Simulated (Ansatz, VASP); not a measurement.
Given: the input of a run of Ansatz 0.2.0 on Al2Cu.

Contents of input.yaml:

```yaml
crystal:
  lattice:
    - [-3.0535899895, 3.0535899895, 2.4546494773]
    - [3.0535899895, -3.0535899895, 2.4546494773]
    - [3.0535899895, 3.0535899895, -2.4546494773]
  atoms:
    - { symbol: Cu, position: [0.25, 0.25, 0.0] }
    - { symbol: Cu, position: [0.75, 0.75, 0.0] }
    - { symbol: Al, position: [0.3419, 0.1581, 0.5] }
    - { symbol: Al, position: [0.8419, 0.3419, 0.1838] }
    - { symbol: Al, position: [0.6581, 0.8419, 0.5] }
    - { symbol: Al, position: [0.1581, 0.6581, 0.8162] }
hamiltonian:
  xc: pbe
  pseudopotentials: { kind: paw }
kpoints:
  mp_grid: { grid: [7, 7, 7] }
scf:
  occupations: { method: fermi_dirac, width: 0.05 }
output:
  forces: true
  stress: true
  eigenvalues: true
```

Potentials or basis: Ansatz PAW.

The run is started by

```console
$ ansatz run input.yaml --threads 1 --pin off --max-ram 3584MiB --backend cpu --events-out ev --progress --plain --runs-dir out
```

Q: Translate it to VASP 6.6.1. Potentials there: VASP PAW PBE potentials, release 64 (Cu, Al).

A: As run (the cutoff follows the program's own potentials):

File INCAR:

```
PREC = Accurate ; ENCUT = 520
EDIFF = 1E-7 ; ISMEAR = -1
SIGMA = 0.05 ; LREAL = F
LASPH = T ; NELM = 60
ALGO = Normal ; ISIF = 2
LWAVE = F ; LCHARG = F
GGA = PE ; NBANDS = 26
```

Contents of KPOINTS:

```
Automatic mesh
0
Gamma
  7 7 7
```

File POSCAR:

```
Al2Cu
1.0
   -3.0535899895      3.0535899895      2.4546494773
    3.0535899895     -3.0535899895      2.4546494773
    3.0535899895      3.0535899895     -2.4546494773
Cu Al
2 4
Direct
    0.2500000000      0.2500000000      0.0000000000
    0.7500000000      0.7500000000      0.0000000000
    0.3419000000      0.1581000000      0.5000000000
    0.8419000000      0.3419000000      0.1838000000
    0.6581000000      0.8419000000      0.5000000000
    0.1581000000      0.6581000000      0.8162000000
```

Potentials or basis: VASP PAW PBE potentials, release 64 (Cu, Al).

Run with:

```bash
$ cat potpaw_PBE.64/Cu/POTCAR potpaw_PBE.64/Al/POTCAR > POTCAR
$ mpirun -np 1 vasp_std > vasp.out
```

Both were run:

|  | VASP | Ansatz | Ansatz less VASP |
| --- | --- | --- | --- |
| gap on the k mesh at the Fermi level (eV) | none | none | - |
| pressure (GPa) | -2.0 | -2.2 | -0.19 |
| traceless stress, the component that is largest in VASP (GPa) | 0.36 | 0.37 | +0.010 |
| rms of the force components (eV/Å) | 0.004 | 0.006 | +0.0021 |

Atom by atom the forces differ by 0.002 eV/Å (rms over components). A gap of «none» marks a metal or a gap that the smearing closes. The functional is the same, so the differences come from potentials, cutoffs and numerics. VASP's potentials hold 34 valence electrons a cell and Ansatz's 50, so a difference there can come from the potentials and not from the codes.
